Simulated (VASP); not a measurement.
# Ti (I4/mmm) in VASP: a series of runs, part 3 of 3

VASP 6.6.1. The steps go on from the part before.

### 5 Single point, r2SCAN (strain +0.040 along x and y, +0.000 along z)

File POSCAR:

```
Ti
1.0
   -1.7066400000      1.7066400000      1.6410000000
    1.7066400000     -1.7066400000      1.6410000000
    1.7066400000      1.7066400000     -1.6410000000
Ti
1
Direct
    0.0000000000      0.0000000000      0.0000000000
```

File INCAR.step1:

```
SYSTEM = Ti
PREC = Accurate
ENCUT = 520
ISMEAR = 0
SIGMA = 0.15
LREAL = .False.
LASPH = .True.
NELM = 80
NBANDS = 12
GGA = PE
ALGO = Normal
EDIFF = 1E-4
LWAVE = .True.
LCHARG = .False.
```

File INCAR.step2:

```
SYSTEM = Ti
PREC = Accurate
ENCUT = 520
EDIFF = 1E-6
ISMEAR = 0
SIGMA = 0.15
LREAL = .False.
LASPH = .True.
NELM = 80
ALGO = Normal
ISIF = 2
LWAVE = .False.
LCHARG = .True.
METAGGA = R2SCAN
LMIXTAU = .True.
LELF = .True.
LVHAR = .True.
NBANDS = 12
ISTART = 1
```

File KPOINTS:

```
regular mesh
0
Gamma
  20 20 20
  0 0 0
```

Potentials or basis: VASP PAW PBE potentials, release 64 (Ti_sv).

The run is started by

```bash
$ cat potpaw_PBE.64/Ti_sv/POTCAR > POTCAR
$ cp INCAR.step1 INCAR
$ mpirun -np 1 vasp_std > vasp.out
$ cp INCAR.step2 INCAR
$ mpirun -np 1 vasp_std > vasp.out
```

OUTCAR:

```text
SYSTEM = Ti
   PREC = Accurate
   ENCUT = 520
   EDIFF = 1E-6
   ISMEAR = 0
   LREAL = .False.
   LASPH = .True.
   NELM = 80
   ISIF = 2
   METAGGA = R2SCAN
   ISTART = 1

 ion  position               nearest neighbor table
   1  0.000  0.000  0.000-

  LATTYP: Found a body centered tetragonal cell.
 ALAT       =     3.4132800000
 C/A-ratio  =     0.9615384615

  Lattice vectors:

 A1 = (  -1.7066400000,   1.7066400000,   1.6410000000)
 A2 = (   1.7066400000,  -1.7066400000,   1.6410000000)
 A3 = (   1.7066400000,   1.7066400000,  -1.6410000000)

Analysis of symmetry for initial positions (statically):
=====================================================================
 Subroutine PRICEL returns:
 Original cell was already a primitive cell.

 Routine SETGRP: Setting up the symmetry group for a
 body centered tetragonal supercell.

 Subroutine GETGRP returns: Found 16 space group operations
 (whereof 16 operations were pure point group operations)
 out of a pool of 16 trial point group operations.

The static configuration has the point symmetry D_4h.

Analysis of symmetry for dynamics (positions and initial velocities):
=====================================================================
 Subroutine PRICEL returns:
 Original cell was already a primitive cell.

 Routine SETGRP: Setting up the symmetry group for a
 body centered tetragonal supercell.

 Subroutine GETGRP returns: Found 16 space group operations
 (whereof 16 operations were pure point group operations)
 out of a pool of 16 trial point group operations.

The dynamic configuration has the point symmetry D_4h.

 Subroutine INISYM returns: Found 16 space group operations
 (whereof 16 operations are pure point group operations),
 and found     1 'primitive' translations

----------------------------------------------------------------------------------------

                                     Primitive cell

  volume of cell :      19.1184

  direct lattice vectors                    reciprocal lattice vectors
    -1.706640000  1.706640000  1.641000000     0.000000000  0.292973328  0.304692261
     1.706640000 -1.706640000  1.641000000     0.292973328  0.000000000  0.304692261
     1.706640000  1.706640000 -1.641000000     0.292973328  0.292973328  0.000000000

  length of vectors
     2.918582049  2.918582049  2.918582049     0.422694623  0.422694623  0.414326853

  position of ions in fractional coordinates (direct lattice)
     0.000000000  0.000000000  0.000000000

  ion indices of the primitive-cell ions
   primitive index   ion index
                 1           1

----------------------------------------------------------------------------------------

 KPOINTS: regular mesh

Automatic generation of k-mesh.
 Grid dimensions read from file:
 generate k-points for:   20   20   20

 Generating k-lattice:

  Cartesian coordinates                     Fractional coordinates (reciprocal lattice)
     0.000000000  0.014648666  0.015234613     0.050000000  0.000000000 -0.000000000
     0.014648666  0.000000000  0.015234613     0.000000000  0.050000000 -0.000000000
     0.014648666  0.014648666  0.000000000     0.000000000  0.000000000  0.050000000

  Length of vectors
     0.021134731  0.021134731  0.020716343

  Shift w.r.t. Gamma in fractional coordinates (k-lattice)
     0.000000000  0.000000000  0.000000000

 Subroutine IBZKPT returns following result:
 ===========================================

 Found    641 irreducible k-points:

 Following reciprocal coordinates:
            Coordinates               Weight
  0.000000  0.000000  0.000000      1.000000
  0.050000  0.000000 -0.000000      8.000000
  0.100000  0.000000 -0.000000      8.000000
  0.150000  0.000000  0.000000      8.000000
  0.200000  0.000000 -0.000000      8.000000
  0.250000  0.000000  0.000000      8.000000
[... 16 lines left out ...]
 -0.400000  0.050000  0.000000     16.000000
 -0.350000  0.050000 -0.000000     16.000000
 [... further k-points ...]
   k-points           NKPTS =    641   k-points in BZ     NKDIM =    641   number of bands    NBANDS=     12
   number of dos      NEDOS =    301   number of ions     NIONS =      1
   total plane-waves  NPLWV =  13824
   dimension x,y,z NGX =    24 NGY =   24 NGZ =   24
   dimension x,y,z NGXF=    48 NGYF=   48 NGZF=   48
   ions per type =               1
   NGX,Y,Z   is equivalent  to a cutoff of  13.67, 13.67, 13.67 a.u.
   NGXF,Y,Z  is equivalent  to a cutoff of  27.34, 27.34, 27.34 a.u.
 SYSTEM =  Ti
   PREC   = accura    normal or accurate (medium, high low for compatibility)
   ISTART =      1    job   : 0-new  1-cont  2-samecut
   ICHARG =      0    charge: 1-file 2-atom 10-const
   ISPIN  =      1    spin polarized calculation?
   LNONCOLLINEAR =      F non collinear calculations
   LSORBIT =      F    spin-orbit coupling
   LASPH  =      T    aspherical Exc in radial PAW
   ENCUT  =  520.0 eV  38.22 Ry    6.18 a.u.   5.43  5.43  5.43*2*pi/ulx,y,z
   NELM   =     80;   NELMIN=  2; NELMDL=  0     # of ELM steps
   EDIFF  = 0.1E-05   stopping-criterion for ELM
   LREAL  =      F    real-space projection
   EDIFFG = 0.1E-04   stopping-criterion for IOM
   NSW    =      0    number of steps for IOM
   IBRION =     -1    ionic relax: 0-MD 1-quasi-New 2-CG
   NFREE  =      0    steps in history (QN), initial steepest desc. (CG)
   ISIF   =      2    stress and relaxation
   ISYM   =      2    0-nonsym 1-usesym 2-fastsym
   POTIM  = 0.5000    time-step for ionic-motion
   TEBEG  =    0.0;   TEEND  =   0.0 temperature during run
   PSTRESS=    0.0 pullay stress
   NELECT =      12.0000    total number of electrons
   NUPDOWN=      -1.0000    fix difference up-down
   EMIN   =  10.00;   EMAX   =-10.00  energy-range for DOS
   EFERMI =   0.00;   METHOD = LEGACY
   ISMEAR =     0;   SIGMA  =   0.15  broadening in eV -4-tet -1-fermi 0-gaus
   EFERMI_NEDOS =   21; number of points for ismear=-14 and -15
   IALGO  =     38    algorithm
   IMIX   =      4    mixing-type and parameters
     AMIX     =   0.40;   BMIX     =  1.00
     AMIX_MAG =   1.60;   BMIX_MAG =  1.00
  volume/ion in A,a.u.               =      19.12       129.02
  Fermi-wavevector in a.u.,A,eV,Ry     =   1.401687  2.648805 26.731734  1.964727
  Thomas-Fermi vector in A             =   2.524524
   LORBIT       =      0    0 simple, 1 ext, 2 COOP (PROOUT), +10 PAW based schemes
   METAGGA = R2SCAN    functional components
   LHFCALC =     F    Hartree Fock is set to
   AEXX    =    0.0000 exact exchange contribution
   IVDW    =     0    specifies the selected vdW correction
   LEPSILON=     F    determine dielectric tensor
   LRPA    =     F    only Hartree local field effects (RPA)
 non-spin polarized calculation
 Gauss-broadening in eV      SIGMA  =   0.15
  energy-cutoff  :      520.00
  volume of cell :       19.12
 maximum number of plane-waves:       531
 NGX is ok and might be reduce to    24
   NGX = 11   NGY = 11   NGZ = 11

 number of electron      12.0000001 magnetization

 Free energy of the ion-electron system (eV)
  ---------------------------------------------------
  ext. energy  EPLUGINS =         0.00000000
  ---------------------------------------------------
  free energy    TOTEN  =       -12.77157847 eV

  energy without entropy =      -12.74292147  energy(sigma->0) =      -12.75724997

 E-fermi :   7.1544     XC(G=0): -11.9184

 val. band max:        7.1542204476   @ k =  -0.3500   0.1500   0.1000
 cond. band min:       7.1545807410   @ k =   0.4500   0.4000   0.0000
 fundamental gap:      0.0003602934
 Fermi energy:         7.1543601596

 k-point     1 :       0.0000    0.0000    0.0000
  band No.  band energies     occupation
      1     -51.9868      2.00000
      2     -26.8859      2.00000
      3     -26.8805      2.00000
      4     -26.8804      2.00000
      5       1.0235      2.00000
      6       8.0011      0.00000
      7       8.2899      0.00000
      8       8.2900      0.00000
      9       9.5897      0.00000
     10       9.9211      0.00000
     11      24.3212      0.00000
     12      24.3212      0.00000
[... 331 lines left out ...]
 k-point    24 :      -0.3500    0.0500   -0.0000
  band No.  band energies     occupation
      1     -51.9184      2.00000
      2     -27.2531      2.00000
      3     -27.0022      2.00000
      4     -26.8940      2.00000
      5       3.8744      2.00000
      6       7.1214      1.24408
      7       7.3943      0.02372
      8       9.6852      0.00000
      9       9.9354      0.00000
     10      10.1941      0.00000
     11      18.4175      0.00000
     12      21.3905      0.00000

 [... further k-points ...]

------------------------ aborting loop because EDIFF is reached ----------------------------------------

  FORCE on cell =-STRESS in cart. coord.  units (eV):
  Direction    XX          YY          ZZ          XY          YZ          ZX
  --------------------------------------------------------------------------------------
  -------------------------------------------------------------------------------------
  Total       -1.0682158     -1.0682158     -1.2811292      0.0000000     -0.0000000     -0.0000000
  in kB      -89.5194009    -89.5194009   -107.3621229      0.0000000     -0.0000000     -0.0000000
  external PRESSURE =     -95.4669749 kB  Pullay stress =       0.0000000 kB

 VOLUME and BASIS-vectors are now :
 -----------------------------------------------------------------------------
  energy-cutoff  :      520.00
  volume of cell :       19.12
      direct lattice vectors                 reciprocal lattice vectors
    -1.706640000  1.706640000  1.641000000     0.000000000  0.292973328  0.304692261
     1.706640000 -1.706640000  1.641000000     0.292973328  0.000000000  0.304692261
     1.706640000  1.706640000 -1.641000000     0.292973328  0.292973328  0.000000000

 POSITION                                       TOTAL-FORCE (eV/Angst)
 -----------------------------------------------------------------------------------
      0.00000      0.00000      0.00000        -0.000000      0.000000      0.000000
 -----------------------------------------------------------------------------------
    total drift:                                0.000000      0.000000      0.000000

  FREE ENERGIE OF THE ION-ELECTRON SYSTEM (eV)
  ---------------------------------------------------
  free  energy   TOTEN  =       -12.7715784742 eV

  energy  without entropy=      -12.7429214745  energy(sigma->0) =      -12.75724997
```

OSZICAR.step1:

```text
N       E                     dE             d eps       ncg     rms          rms(c)
DAV:   1     0.870331334504E+02    0.87033E+02   -0.65626E+03 15420   0.118E+03
DAV:   2    -0.445124449599E+01   -0.91484E+02   -0.89233E+02 15720   0.294E+02
DAV:   3    -0.881159443826E+01   -0.43603E+01   -0.43074E+01 21796   0.653E+01
DAV:   4    -0.889964785212E+01   -0.88053E-01   -0.87941E-01 17248   0.830E+00
DAV:   5    -0.890183598806E+01   -0.21881E-02   -0.21881E-02 18368   0.116E+00    0.773E+00
DAV:   6    -0.767756510666E+01    0.12243E+01   -0.30550E+00 16512   0.239E+01    0.186E+00
DAV:   7    -0.767536947377E+01    0.21956E-02   -0.65162E-02 17732   0.250E+00    0.117E+00
DAV:   8    -0.768093219778E+01   -0.55627E-02   -0.30087E-02 16444   0.205E+00    0.935E-02
DAV:   9    -0.768135375084E+01   -0.42155E-03   -0.15785E-03 18348   0.396E-01    0.610E-02
DAV:  10    -0.768137890098E+01   -0.25150E-04   -0.21674E-04 16264   0.146E-01
   1 F= -.76813789E+01 E0= -.76662019E+01  d E =-.303540E-01
```

Wall time 2.5 min (1 thread of Intel Xeon 6975P-C (Granite Rapids), shared host); peak memory 0.25 GiB.

What came out:

```yaml
Free_energy: -12.7716 eV
Pressure: -9.5 GPa
Band_gap_on_the_k_mesh: zero (bands 6 and 7 overlap by 1.65 eV)
```

Stress tensor (GPa, compression positive):
```
 -8.95   0.00   0.00
  0.00  -8.95   0.00
  0.00   0.00 -10.74
```

Caveat: the cell differs from its parent crystal (strain +0.040 along x and y, +0.000 along z); the cell stands under tension; the PAW data sets were made with another functional, which shifts forces and pressure a little.

### 6 The runs side by side

| cell | gap on the mesh (eV) | pressure (GPa) |
| --- | --- | --- |
| a = 2.767 Å, angles 110.6, 110.6, 107.3°, 1 atom | none | 7.1 |
| a = 2.805 Å, angles 108.4, 108.4, 111.7°, 1 atom | none | 2.1 |
| a = 2.881 Å, angles 110.5, 110.5, 107.3°, 1 atom | none | -6.3 |
| a = 2.919 Å, angles 108.4, 108.4, 111.6°, 1 atom | none | -9.5 |

Alike in all rows: task single point; level r2SCAN; potentials or basis VASP PAW PBE potentials, release 64 (Ti_sv); no spin polarisation; k mesh 20 × 20 × 20; cutoff (eV) 520; smearing gaussian 0.15 eV.

Caveats: the PAW data sets were made with another functional, which shifts forces and pressure a little; the cell stands under tension (at least some runs); the cell stands under pressure (at least some runs).

Absolute energies hang on the potentials; compare differences alone.
